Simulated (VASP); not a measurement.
Crystal: Re2Sb.

```
Re Sb
1.0
     2.98043    0.00000    0.00000
     0.00000    7.67305    0.00000
     0.00000    0.00000    4.45486
Re Sb
4 2
Direct
  0.30883 0.83839 0.50000
  0.80883 0.66161 0.00000
  0.69117 0.16161 0.50000
  0.19117 0.33839 0.00000
  0.50000 0.50000 0.50000
  0.00000 0.00000 0.00000
```

| Property | Result |
| --- | --- |
| Program | VASP 6.6.1 |
| Task | relaxation of cell and atoms |
| Functional | PBE |
| Potentials or basis | VASP PAW PBE potentials, release 64 (Re, Sb) |
| Cutoff | 600 eV |
| k mesh | 6 × 2 × 4 |
| Occupations | gaussian, width 0.1 eV |
| Spin | no spin polarisation |

At the start: pressure -0.4 GPa; volume 16.98 Å³/atom.

Task: Where does the relaxation end?

Result: Over 12 steps the energy falls by 10.8 meV/atom and the volume is 16.91 Å³/atom (-0.4 %); space group Pnnm (No. 58, to 0.1 Å) before and after.

Step by step:
| step | energy change (eV) | largest force (eV/Å) | pressure (GPa) | volume (Å³) |
| --- | --- | --- | --- | --- |
| 1 | 0.0000 | 0.3152 | -0.39 | 101.88 |
| 2 | -0.0246 | 0.2268 | 0.56 | 101.26 |
| 3 | -0.0268 | 0.1962 | 1.02 | 101.00 |
| 4 | -0.0321 | 0.1213 | -2.19 | 102.35 |
| 5 | -0.0341 | 0.1430 | -1.10 | 101.88 |
| 6 | -0.0441 | 0.1197 | -0.69 | 101.72 |
| 7 | -0.0507 | 0.1388 | -0.04 | 101.50 |
| 8 | -0.0595 | 0.1383 | 0.24 | 101.32 |
| 9 | -0.0612 | 0.1296 | 0.43 | 101.22 |
| 10 | -0.0633 | 0.0699 | -0.56 | 101.64 |
| 11 | -0.0633 | 0.0685 | -0.58 | 101.64 |
| 12 | -0.0648 | 0.0168 | -0.04 | 101.44 |

Final structure:
```cif
data_structure
_symmetry_space_group_name_H-M 'P 1'
_symmetry_Int_Tables_number 1
_cell_length_a 2.9527
_cell_length_b 7.6968
_cell_length_c 4.4637
_cell_angle_alpha 90.000
_cell_angle_beta 90.000
_cell_angle_gamma 90.000
_cell_volume 101.44
loop_
_atom_site_label
_atom_site_type_symbol
_atom_site_fract_x
_atom_site_fract_y
_atom_site_fract_z
_atom_site_occupancy
Re1 Re 0.27727 0.83534 0.50000 1
Re2 Re 0.77727 0.66466 0.00000 1
Re3 Re 0.72273 0.16466 0.50000 1
Re4 Re 0.22273 0.33534 0.00000 1
Sb1 Sb 0.50000 0.50000 0.50000 1
Sb2 Sb 0.00000 0.00000 0.00000 1
```

Caveat: the k points lie up to 0.41 Å⁻¹ apart in the final cell, too coarse for converged energies and pressures of a metal.
